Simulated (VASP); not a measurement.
Wanted: the native input for a VASP 6.6.1 run.

```yaml
Task: single point
Functional: PBE
Potentials_or_basis: VASP PAW PBE potentials, release 64 (Au)
Cutoff: 520 eV
k_mesh: 15 × 15 × 14
Occupations: fermi-dirac, width 0.08 eV
Spin: no spin polarisation
Dipole_correction: no
Further_INCAR_settings: ALGO = Normal; EDIFF = 1e-07; NBANDS = 12
```

The structure of Au lies in POSCAR:

```
Au
1.0
    2.7163262480      0.0000000000      0.0000000000
   -1.3581631240      2.3524075357      0.0000000000
    0.0000000000      0.0000000000      2.6641860832
Au
1
Direct
    0.0000000000      0.0000000000      0.0000000000
```

The input as run:

INCAR

```
SYSTEM = Au
PREC = Accurate ; ENCUT = 520
EDIFF = 1E-7 ; ISMEAR = -1
SIGMA = 0.08 ; LREAL = .FALSE.
LASPH = .TRUE. ; NELM = 100
ALGO = Normal ; ISIF = 2
LWAVE = .FALSE. ; LCHARG = .FALSE.
GGA = PE ; NBANDS = 12
```

KPOINTS

```
regular mesh
0
G
  15 15 14
  0 0 0
```

Potentials or basis: VASP PAW PBE potentials, release 64 (Au).

The run is started by

```console
$ cat potpaw_PBE.64/Au/POTCAR > POTCAR
$ mpirun -np 1 vasp_std > vasp.out
```

Results of the run:

The pressure is 22.0 GPa.

It took 18 s on 1 thread of Intel(R) Xeon(R) Platinum 8559C (Emerald Rapids) (shared host), peak memory 0.15 GiB.
